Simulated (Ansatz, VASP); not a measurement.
**One calculation of GaSi16, two programs**

```
Si Ga
1.0
     0.00000    5.43000    5.43000
     5.43000    0.00000    5.43000
     5.43000    5.43000    0.00000
Si Ga
16 1
Cartesian
  -0.0111 -0.0196 0.0130
  1.3602 1.3525 1.3272
  2.7322 2.7236 0.0126
  4.0764 4.0660 1.3563
  2.7644 -0.0510 2.6672
  4.1045 1.3521 4.0715
  5.4198 2.7231 2.7001
  6.7909 4.0386 4.0712
  -0.0437 2.7567 2.6670
  1.3607 4.0965 4.0710
  2.7330 5.4100 2.6990
  4.0466 6.7822 4.0707
  2.7645 2.7561 5.4750
  4.0754 4.0680 6.7857
  5.3871 5.3789 5.4747
  6.7912 6.7820 6.8150
  6.7903 6.7833 4.0705
```

Alike in both runs: functional LDA; k mesh 2 × 2 × 2; occupations fermi-dirac, width 0.02 eV; collinear spin.

Ansatz relaxed the structure, and its values are those at the end. VASP's run is a single point on that final structure, the one shown.

|  | VASP | Ansatz |
| --- | --- | --- |
| version | VASP 6.6.1 | Ansatz 0.2.0 |
| potentials or method | VASP PAW LDA potentials, release 64 (Si, Ga_d), cutoff 520 eV | scalar-relativistic, plane waves, PAW |
| valence electrons in the cell | 77 | 77 |

```tsv
	VASP	Ansatz	Ansatz less VASP
net moment per atom (μB)	0.00	0.00	0.000
```

Ansatz warns that its potentials were made for another functional, while VASP's fit it. LDA's correlation is that of Perdew and Zunger in VASP and of Perdew and Wang (1992) in Ansatz. Ansatz's warnings: seeded moment not kept.

The k mesh is coarse, so the values compare programs but aren't converged.
